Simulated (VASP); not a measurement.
# CdTe (F-43m) in VASP: settings compared

CdTe is run at these levels: PBE, PBE-based screened hybrid with 45 % exact exchange, HF; tasks: single point.

Program: VASP 6.6.1. These are calculated values, not measurements. Logs are shortened: lines on timing, memory, paths and dates and some standing lists are left out, and cuts for length are marked.

**1. The cell of the first run**

Symmetry: F-43m, No. 216, cubic system. The conventional cell has a = 6.410 Å, b = 6.410 Å, c = 6.410 Å, α = 90.00°, β = 90.00°, γ = 90.00°. Cd (site symmetry -43m) has 4 Te at 2.78 Å within 3.7 Å. Within 3.7 Å of Te (site symmetry -43m) lie 4 Cd at 2.78 Å.

**2. Single point, PBE**

The input, INCAR:

```
SYSTEM = CdTe
PREC     = Accurate       ! precision mode
ENCUT    = 520            ! plane-wave cutoff, eV
EDIFF    = 1E-7           ! SCF threshold, eV
ISMEAR   = 0              ! smearing method
SIGMA    = 0.05           ! smearing width, eV
LREAL    = .FALSE.        ! projectors in reciprocal space
LASPH    = .TRUE.         ! aspherical terms in the spheres
NELM     = 80             ! most SCF steps
ALGO     = Normal         ! electronic algorithm
ISIF     = 2              ! what is computed and relaxed
LWAVE    = .FALSE.        ! write WAVECAR
LCHARG   = .TRUE.         ! write CHGCAR
GGA      = PE             ! functional
LELF     = .TRUE.         ! ELF
LVHAR    = .TRUE.       
NBANDS   = 16             ! bands
```

The input, KPOINTS:

```
regular mesh
0
G
  4 4 4
  0 0 0
```

The input, POSCAR:

```
CdTe
1.0
    0.0000000000      3.2049986979      3.2049986979
    3.2049986979      0.0000000000      3.2049986979
    3.2049986979      3.2049986979      0.0000000000
Cd Te
1 1
Direct
    0.0000000000      0.0000000000      0.0000000000
    0.2500000000      0.2500000000      0.2500000000
```

Potentials or basis: VASP PAW PBE potentials, release 64 (Cd, Te).

Run with:

```sh
cat potpaw_PBE.64/Cd/POTCAR potpaw_PBE.64/Te/POTCAR > POTCAR
mpirun -np 1 vasp_std > vasp.out
```

OUTCAR:

```text
SYSTEM = CdTe
   PREC = Accurate
   ENCUT = 520
   EDIFF = 1E-7
   ISMEAR = 0
   LREAL = .FALSE.
   LASPH = .TRUE.
   NELM = 80
   ISIF = 2
   GGA = PE

 ion  position               nearest neighbor table
   1  0.000  0.000  0.000-   2 2.78   2 2.78   2 2.78   2 2.78
   2  0.250  0.250  0.250-   1 2.78   1 2.78   1 2.78   1 2.78

  LATTYP: Found a face centered cubic cell.
 ALAT       =     6.4099973958

  Lattice vectors:

 A1 = (   0.0000000000,   3.2049986979,   3.2049986979)
 A2 = (   3.2049986979,   0.0000000000,   3.2049986979)
 A3 = (   3.2049986979,   3.2049986979,   0.0000000000)

Analysis of symmetry for initial positions (statically):
=====================================================================
 Subroutine PRICEL returns:
 Original cell was already a primitive cell.

 Routine SETGRP: Setting up the symmetry group for a
 face centered cubic supercell.

 Subroutine GETGRP returns: Found 24 space group operations
 (whereof 24 operations were pure point group operations)
 out of a pool of 48 trial point group operations.

The static configuration has the point symmetry T_d .

Analysis of symmetry for dynamics (positions and initial velocities):
=====================================================================
 Subroutine PRICEL returns:
 Original cell was already a primitive cell.

 Routine SETGRP: Setting up the symmetry group for a
 face centered cubic supercell.

 Subroutine GETGRP returns: Found 24 space group operations
 (whereof 24 operations were pure point group operations)
 out of a pool of 48 trial point group operations.

The dynamic configuration has the point symmetry T_d .

 Subroutine INISYM returns: Found 24 space group operations
 (whereof 24 operations are pure point group operations),
 and found     1 'primitive' translations

----------------------------------------------------------------------------------------

                                     Primitive cell

  volume of cell :      65.8436

  direct lattice vectors                    reciprocal lattice vectors
     0.000000000  3.204998698  3.204998698    -0.156006304  0.156006304  0.156006304
     3.204998698  0.000000000  3.204998698     0.156006304 -0.156006304  0.156006304
     3.204998698  3.204998698  0.000000000     0.156006304  0.156006304 -0.156006304

  length of vectors
     4.532552626  4.532552626  4.532552626     0.270210844  0.270210844  0.270210844

  position of ions in fractional coordinates (direct lattice)
     0.000000000  0.000000000  0.000000000
     0.250000000  0.250000000  0.250000000

  ion indices of the primitive-cell ions
   primitive index   ion index
                 1           1
                 2           2

----------------------------------------------------------------------------------------

 KPOINTS: regular mesh

Automatic generation of k-mesh.
 Grid dimensions read from file:
 generate k-points for:    4    4    4

 Generating k-lattice:

  Cartesian coordinates                     Fractional coordinates (reciprocal lattice)
    -0.039001576  0.039001576  0.039001576     0.250000000  0.000000000  0.000000000
     0.039001576 -0.039001576  0.039001576     0.000000000  0.250000000  0.000000000
     0.039001576  0.039001576 -0.039001576     0.000000000  0.000000000  0.250000000

  Length of vectors
     0.067552711  0.067552711  0.067552711

  Shift w.r.t. Gamma in fractional coordinates (k-lattice)
     0.000000000  0.000000000  0.000000000

 Subroutine IBZKPT returns following result:
 ===========================================

 Found      8 irreducible k-points:

 Following reciprocal coordinates:
            Coordinates               Weight
  0.000000  0.000000  0.000000      1.000000
  0.250000  0.000000  0.000000      8.000000
  0.500000  0.000000  0.000000      4.000000
  0.250000  0.250000  0.000000      6.000000
  0.500000  0.250000  0.000000     24.000000
 -0.250000  0.250000  0.000000     12.000000
  0.500000  0.500000  0.000000      3.000000
 -0.250000  0.500000  0.250000      6.000000
   k-points           NKPTS =      8   k-points in BZ     NKDIM =      8   number of bands    NBANDS=     16
   number of dos      NEDOS =    301   number of ions     NIONS =      2
   total plane-waves  NPLWV =  46656
   dimension x,y,z NGX =    36 NGY =   36 NGZ =   36
   dimension x,y,z NGXF=    72 NGYF=   72 NGZF=   72
   ions per type =               1   1
   NGX,Y,Z   is equivalent  to a cutoff of  13.20, 13.20, 13.20 a.u.
   NGXF,Y,Z  is equivalent  to a cutoff of  26.41, 26.41, 26.41 a.u.
 SYSTEM =  CdTe
   PREC   = accura    normal or accurate (medium, high low for compatibility)
   ISTART =      0    job   : 0-new  1-cont  2-samecut
   ICHARG =      2    charge: 1-file 2-atom 10-const
   ISPIN  =      1    spin polarized calculation?
   LNONCOLLINEAR =      F non collinear calculations
   LSORBIT =      F    spin-orbit coupling
   LASPH  =      T    aspherical Exc in radial PAW
   ENCUT  =  520.0 eV  38.22 Ry    6.18 a.u.   8.43  8.43  8.43*2*pi/ulx,y,z
   NELM   =     80;   NELMIN=  2; NELMDL= -5     # of ELM steps
   EDIFF  = 0.1E-06   stopping-criterion for ELM
   LREAL  =      F    real-space projection
   EDIFFG = 0.1E-05   stopping-criterion for IOM
   NSW    =      0    number of steps for IOM
   IBRION =     -1    ionic relax: 0-MD 1-quasi-New 2-CG
   NFREE  =      0    steps in history (QN), initial steepest desc. (CG)
   ISIF   =      2    stress and relaxation
   ISYM   =      2    0-nonsym 1-usesym 2-fastsym
   POTIM  = 0.5000    time-step for ionic-motion
   TEBEG  =    0.0;   TEEND  =   0.0 temperature during run
   PSTRESS=    0.0 pullay stress
   NELECT =      18.0000    total number of electrons
   NUPDOWN=      -1.0000    fix difference up-down
   EMIN   =  10.00;   EMAX   =-10.00  energy-range for DOS
   EFERMI =   0.00;   METHOD = LEGACY
   ISMEAR =     0;   SIGMA  =   0.05  broadening in eV -4-tet -1-fermi 0-gaus
   EFERMI_NEDOS =   21; number of points for ismear=-14 and -15
   IALGO  =     38    algorithm
   IMIX   =      4    mixing-type and parameters
     AMIX     =   0.40;   BMIX     =  1.00
     AMIX_MAG =   1.60;   BMIX_MAG =  1.00
  volume/ion in A,a.u.               =      32.92       222.17
  Fermi-wavevector in a.u.,A,eV,Ry     =   1.062497  2.007829 15.359622  1.128900
[... 14 lines left out ...]
   NGX = 17   NGY = 17   NGZ = 17

 number of electron      17.9999995 magnetization

 Free energy of the ion-electron system (eV)
  ---------------------------------------------------
  ext. energy  EPLUGINS =         0.00000000
  ---------------------------------------------------
  free energy    TOTEN  =        -4.66094034 eV

  energy without entropy =       -4.66094034  energy(sigma->0) =       -4.66094034

 E-fermi :   2.9234     XC(G=0):  -8.7174

 val. band max:        2.6820232258   @ k =   0.0000   0.0000   0.0000
 cond. band min:       3.5438367846   @ k =   0.0000   0.0000   0.0000
 fundamental gap:      0.8618135589
 Fermi energy:         2.9233901127

 k-point     1 :       0.0000    0.0000    0.0000
  band No.  band energies     occupation
      1      -8.6817      2.00000
      2      -5.7552      2.00000
      3      -5.7552      2.00000
      4      -5.7552      2.00000
      5      -5.4719      2.00000
      6      -5.4719      2.00000
      7       2.6820      2.00000
      8       2.6820      2.00000
      9       2.6820      2.00000
     10       3.5438      0.00000
     11       7.2393      0.00000
     12       7.2393      0.00000
     13       7.2393      0.00000
     14      10.1819      0.00000
     15      12.0821      0.00000
     16      12.0821      0.00000

 k-point     2 :       0.2500    0.0000    0.0000
  band No.  band energies     occupation
      1      -8.4662      2.00000
      2      -5.7161      2.00000
      3      -5.7161      2.00000
      4      -5.5457      2.00000
      5      -5.4725      2.00000
      6      -5.4725      2.00000
      7      -0.1425      2.00000
      8       2.2221      2.00000
      9       2.2221      2.00000
     10       4.7154      0.00000
     11       7.8105      0.00000
     12       7.8105      0.00000
     13       8.1121      0.00000
     14      10.9739      0.00000
     15      11.1335      0.00000
     16      11.1335      0.00000

 k-point     3 :       0.5000    0.0000    0.0000
  band No.  band energies     occupation
      1      -8.2543      2.00000
      2      -5.6863      2.00000
      3      -5.6863      2.00000
      4      -5.4619      2.00000
      5      -5.4619      2.00000
      6      -5.0867      2.00000
      7      -1.9478      2.00000
      8       1.8538      2.00000
      9       1.8538      2.00000
     10       4.5197      0.00000
     11       7.8367      0.00000
     12       7.8367      0.00000
     13       9.7755      0.00000
     14      11.4640      0.00000
     15      13.0586      0.00000
     16      13.0586      0.00000

 k-point     4 :       0.2500    0.2500    0.0000
  band No.  band energies     occupation
      1      -8.3964      2.00000
      2      -5.6706      2.00000
      3      -5.6706      2.00000
      4      -5.5894      2.00000
      5      -5.4552      2.00000
      6      -5.4430      2.00000
      7      -0.0558      2.00000
      8       1.5190      2.00000
      9       1.5190      2.00000
     10       5.6358      0.00000
     11       6.0111      0.00000
     12       9.1984      0.00000
     13       9.1984      0.00000
     14       9.5099      0.00000
     15      12.6110      0.00000
     16      13.4497      0.00000

 k-point     5 :       0.5000    0.2500    0.0000
  band No.  band energies     occupation
      1      -8.1905      2.00000
      2      -5.6506      2.00000
      3      -5.6288      2.00000
      4      -5.5179      2.00000
      5      -5.4545      2.00000
      6      -5.0293      2.00000
      7      -1.5648      2.00000
      8       0.4759      2.00000
      9       1.2119      2.00000
     10       5.6418      0.00000
     11       7.2225      0.00000
     12       8.8840      0.00000
     13       9.4577      0.00000
     14      11.8465      0.00000
     15      13.2734      0.00000
     16      13.7772      0.00000

 k-point     6 :      -0.2500    0.2500    0.0000
  band No.  band energies     occupation
      1      -8.2572      2.00000
      2      -5.6677      2.00000
      3      -5.6664      2.00000
      4      -5.4810      2.00000
      5      -5.4808      2.00000
      6      -5.1775      2.00000
      7      -1.1720      2.00000
      8       0.3998      2.00000
      9       1.8198      2.00000
     10       5.8723      0.00000
     11       7.8945      0.00000
     12       8.3935      0.00000
     13       8.5284      0.00000
     14      10.7160      0.00000
     15      12.3074      0.00000
     16      13.8916      0.00000

 k-point     7 :       0.5000    0.5000    0.0000
  band No.  band energies     occupation
      1      -8.1250      2.00000
      2      -5.5912      2.00000
      3      -5.5752      2.00000
      4      -5.5752      2.00000
      5      -5.4385      2.00000
      6      -4.9334      2.00000
      7      -1.8025      2.00000
      8       0.6962      2.00000
      9       0.6962      2.00000
     10       5.1975      0.00000
     11       5.3289      0.00000
     12      11.7121      0.00000
     13      11.9687      0.00000
     14      11.9687      0.00000
     15      13.5362      0.00000
     16      14.3490      0.00000

 k-point     8 :      -0.2500    0.5000    0.2500
  band No.  band energies     occupation
      1      -8.1270      2.00000
      2      -5.6199      2.00000
      3      -5.6171      2.00000
      4      -5.5039      2.00000
      5      -5.4727      2.00000
      6      -4.8404      2.00000
      7      -1.6780      2.00000
      8       0.2163      2.00000
      9       0.3344      2.00000
     10       7.0429      0.00000
     11       7.3452      0.00000
     12       8.2686      0.00000
     13       8.9482      0.00000
     14      12.5384      0.00000
     15      13.9210      0.00000
     16      14.1026      0.00000

------------------------ aborting loop because EDIFF is reached ----------------------------------------

  FORCE on cell =-STRESS in cart. coord.  units (eV):
  Direction    XX          YY          ZZ          XY          YZ          ZX
  --------------------------------------------------------------------------------------
  -------------------------------------------------------------------------------------
  Total        1.9102663      1.9102663      1.9102663      0.0000000      0.0000000      0.0000000
  in kB       46.4826557     46.4826557     46.4826557      0.0000000      0.0000000      0.0000000
  external PRESSURE =      46.4826557 kB  Pullay stress =       0.0000000 kB

 VOLUME and BASIS-vectors are now :
 -----------------------------------------------------------------------------
  energy-cutoff  :      520.00
  volume of cell :       65.84
      direct lattice vectors                 reciprocal lattice vectors
     0.000000000  3.204998698  3.204998698    -0.156006304  0.156006304  0.156006304
     3.204998698  0.000000000  3.204998698     0.156006304 -0.156006304  0.156006304
     3.204998698  3.204998698  0.000000000     0.156006304  0.156006304 -0.156006304

 POSITION                                       TOTAL-FORCE (eV/Angst)
 -----------------------------------------------------------------------------------
      0.00000      0.00000      0.00000        -0.000000      0.000000      0.000000
      1.60250      1.60250      1.60250         0.000000     -0.000000     -0.000000
 -----------------------------------------------------------------------------------
    total drift:                               -0.000000     -0.000000     -0.000000

  FREE ENERGIE OF THE ION-ELECTRON SYSTEM (eV)
  ---------------------------------------------------
  free  energy   TOTEN  =        -4.6609403394 eV

  energy  without entropy=       -4.6609403394  energy(sigma->0) =       -4.66094034
```

Wall time 20 s (1 thread of Intel Xeon Platinum 8259CL at 2.50GHz (Skylake/Cascade Lake), shared host); peak memory 0.2 GiB.

Results:

- Free energy: -4.6609 eV
- Pressure: 4.6 GPa
- Band gap on the k mesh: 0.86 eV

Caveat: the k points lie up to 0.42 Å⁻¹ apart; spin-orbit coupling is left out, which moves the levels of the heavy elements.

**3. Single point, PBE-based screened hybrid with 45 % exact exchange**

POSCAR is that of step 2.

The input, INCAR.step1:

```
SYSTEM = CdTe
PREC = Accurate ; ENCUT = 520
EDIFF = 1E-5 ; ISMEAR = 0
SIGMA = 0.05 ; LREAL = .False.
LASPH = .True. ; NELM = 80
ALGO = Normal ; ISIF = 2
LWAVE = .True. ; LCHARG = .False.
NBANDS = 16 ; GGA = PE
```

The input, INCAR.step2:

```
SYSTEM = CdTe
PREC = Accurate ; ENCUT = 520
EDIFF = 1E-6 ; ISMEAR = 0
SIGMA = 0.05 ; LREAL = .False.
LASPH = .True. ; NELM = 80
ALGO = Normal ; ISIF = 2
LWAVE = .False. ; LCHARG = .False.
GGA = PE ; LHFCALC = .True.
AEXX = 0.45 ; HFSCREEN = 0.5
PRECFOCK = Normal ; NBANDS = 16
ISTART = 1
```

The input, KPOINTS:

```
regular mesh
0
Gamma
  4 4 4
  0 0 0
```

Potentials or basis: VASP PAW PBE potentials, release 64 (Cd, Te).

Run with:

```sh
cat potpaw_PBE.64/Cd/POTCAR potpaw_PBE.64/Te/POTCAR > POTCAR
cp INCAR.step1 INCAR
mpirun -np 1 vasp_std > vasp.out
cp INCAR.step2 INCAR
mpirun -np 1 vasp_std > vasp.out
```

Wall time 21 min (1 thread of Intel Xeon Platinum 8259CL at 2.50GHz (Skylake/Cascade Lake), shared host); peak memory 0.32 GiB.

It converged, with:

```yaml
Free_energy: -6.0730 eV
Pressure: 3.6 GPa
Band_gap_on_the_k_mesh: 1.54 eV
```

Levels at points of the mesh, in eV from the valence-band top:
| k point | band 6 | band 7 | band 8 | band 9 | band 10 | band 11 | band 12 | band 13 |
| --- | --- | --- | --- | --- | --- | --- | --- | --- |
| (0.00, 0.00, 0.00) | -9.94 | 0.00 | 0.00 | 0.00 | 1.54 | 5.34 | 5.34 | 5.34 |
| (0.50, 0.00, 0.00) | -9.37 | -4.82 | -0.86 | -0.86 | 2.54 | 5.90 | 5.90 | 7.85 |
| (0.50, 0.50, 0.00) | -9.14 | -4.66 | -2.07 | -2.07 | 3.04 | 3.35 | 10.10 | 10.48 |

Caveat: the k points lie up to 0.42 Å⁻¹ apart; the PAW data sets were made with another functional, which shifts forces and pressure a little; spin-orbit coupling is left out, which moves the levels of the heavy elements.

**4. Single point, HF**

POSCAR is that of step 3.

The input, INCAR.step1:

```
PREC     = Accurate       # precision mode
ENCUT    = 520            # plane-wave cutoff, eV
EDIFF    = 1E-5           # SCF threshold, eV
ISMEAR   = 0              # smearing method
SIGMA    = 0.05           # smearing width, eV
LREAL    = F              # projectors in reciprocal space
LASPH    = T              # aspherical terms in the spheres
NELM     = 80             # most SCF steps
ALGO     = Normal         # electronic algorithm
ISIF     = 2              # what is computed and relaxed
LWAVE    = T              # write WAVECAR
NBANDS   = 16             # bands
GGA      = PE             # functional
```

The input, INCAR.step2:

```
PREC     = Accurate       # precision mode
ENCUT    = 520            # plane-wave cutoff, eV
EDIFF    = 1E-6           # SCF threshold, eV
ISMEAR   = 0              # smearing method
SIGMA    = 0.05           # smearing width, eV
LREAL    = F              # projectors in reciprocal space
LASPH    = T              # aspherical terms in the spheres
NELM     = 80             # most SCF steps
ALGO     = Normal         # electronic algorithm
ISIF     = 2              # what is computed and relaxed
LWAVE    = F              # write WAVECAR
LCHARG   = T              # write CHGCAR
GGA      = PE             # functional
LHFCALC  = T              # exact exchange
AEXX     = 1.0            # exact-exchange fraction
ALDAC    = 0.0          
AGGAC    = 0.0          
PRECFOCK = Normal       
LELF     = T              # ELF
LVHAR    = T            
NBANDS   = 16             # bands
ISTART   = 1
```

The input, KPOINTS:

```
Automatic mesh
0
Gamma
  4 4 4
```

Run with:

```sh
cat potpaw_PBE.64/Cd/POTCAR potpaw_PBE.64/Te/POTCAR > POTCAR
cp INCAR.step1 INCAR
mpirun -np 1 vasp_std > vasp.out
cp INCAR.step2 INCAR
mpirun -np 1 vasp_std > vasp.out
```

It took 29 min on 1 thread of Intel Xeon Platinum 8259CL at 2.50GHz (Skylake/Cascade Lake), shared host; peak memory 0.22 GiB.

It converged, with:

```yaml
Free_energy: -12.3845 eV
Pressure: 6.1 GPa
Band_gap_on_the_k_mesh: 6.82 eV
```

Levels at points of the mesh, in eV from the valence-band top:
| k point | band 6 | band 7 | band 8 | band 9 | band 10 | band 11 | band 12 | band 13 |
| --- | --- | --- | --- | --- | --- | --- | --- | --- |
| (0.00, 0.00, 0.00) | -13.02 | 0.00 | 0.00 | 0.00 | 6.82 | 11.62 | 11.62 | 11.62 |
| (0.50, 0.00, 0.00) | -12.06 | -5.80 | -1.02 | -1.02 | 8.17 | 12.12 | 12.12 | 13.98 |
| (0.50, 0.50, 0.00) | -11.67 | -5.53 | -2.49 | -2.49 | 8.42 | 9.34 | 16.08 | 17.12 |

Caveat: the k points lie up to 0.42 Å⁻¹ apart; the PAW data sets were made with another functional, which shifts forces and pressure a little; spin-orbit coupling is left out, which moves the levels of the heavy elements.

**5. Overview**

```tsv
level	grid for exact exchange (PRECFOCK)	share of exact exchange	screening parameter	gap on the mesh (eV)	pressure (GPa)
PBE	-	-	-	0.86	4.6
PBE-based screened hybrid with 45 % exact exchange	Normal	0.45	0.5 1/Å	1.54	3.6
HF	Normal	1	-	6.82	6.1
```

Alike in all rows: task single point; potentials or basis VASP PAW PBE potentials, release 64 (Cd, Te); no spin polarisation; cell as given; k mesh 4 × 4 × 4; cutoff (eV) 520; smearing gaussian 0.05 eV.

Caveats: all runs use coarse meshes; spin-orbit coupling is left out, which moves the levels of the heavy elements; the PAW data sets were made with another functional, which shifts forces and pressure a little (at least some runs).

Absolute energies hang on the potentials; compare differences alone.
